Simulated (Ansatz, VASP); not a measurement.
# Two plane-wave programs on Al2O3

```
Al O
1.0
     2.40435    1.38815    4.37450
    -2.40435    1.38815    4.37450
     0.00000   -2.77631    4.37450
Al O
4 6
Direct
  0.35215 0.35215 0.35215
  0.14785 0.14785 0.14785
  0.64785 0.64785 0.64785
  0.85215 0.85215 0.85215
  0.55617 0.94383 0.25000
  0.25000 0.55617 0.94383
  0.94383 0.25000 0.55617
  0.44383 0.05617 0.75000
  0.75000 0.44383 0.05617
  0.05617 0.75000 0.44383
```

Alike in both runs: task single point; functional PBE; k mesh 6 × 6 × 6; no spin polarisation.

|  | VASP | Ansatz |
| --- | --- | --- |
| version | VASP 6.6.1 | Ansatz 0.2.0 |
| potentials or method | VASP PAW PBE potentials, release 64 (Al, O) | plane waves, PAW |
| plane-wave cutoff (eV) | 520 | 420 |
| occupations | gaussian, width 0.01 eV | fixed |
| valence electrons in the cell | 48 | 48 |

Ansatz gave:

| Item | Value |
| --- | --- |
| gap on the k mesh at the Fermi level (eV) | 5.85 |
| pressure (GPa) | 0.0 |

Q: Estimate VASP's values.

A: gap on the k mesh at the Fermi level (eV): 5.85; pressure (GPa): -0.1.
